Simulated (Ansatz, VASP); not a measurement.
# One calculation of TaN, two programs

```xyz
2
Lattice="-0.2603 2.0859 2.0859 2.0859 -0.2603 2.0859 2.0859 2.0859 -0.2603" Properties=species:S:1:pos:R:3 pbc="T T T"
Ta    1.9558    1.9558    1.9558
N     0.0000    0.0000    0.0000
```

Alike in both runs: task single point; functional PBE; k mesh 20 × 20 × 20; occupations gaussian, width 0.15 eV; no spin polarisation.

|  | VASP | Ansatz |
| --- | --- | --- |
| version | VASP 6.6.1 | Ansatz 0.2.0 |
| potentials or method | VASP PAW PBE potentials, release 64 (Ta_pv, N), cutoff 520 eV | scalar-relativistic, plane waves, PAW |
| valence electrons in the cell | 16 | 18 |

VASP gave:

```
gap on the k mesh at the Fermi level (eV)                     : none
pressure (GPa)                                                : 1.9
traceless stress, the component that is largest in VASP (GPa) : 10.40
```

Problem. Estimate Ansatz's values.

Solution. gap on the k mesh at the Fermi level (eV): none; pressure (GPa): 1.0; traceless stress, the component that is largest in VASP (GPa): 10.51.

A gap of «none» marks a metal or a gap that the smearing closes. With one functional, cell and mesh, what is left measures potentials, basis and numerics. VASP's potentials hold 16 valence electrons a cell and Ansatz's 18, so a difference there can come from the potentials and not from the codes.

Neither program's run includes spin-orbit coupling.
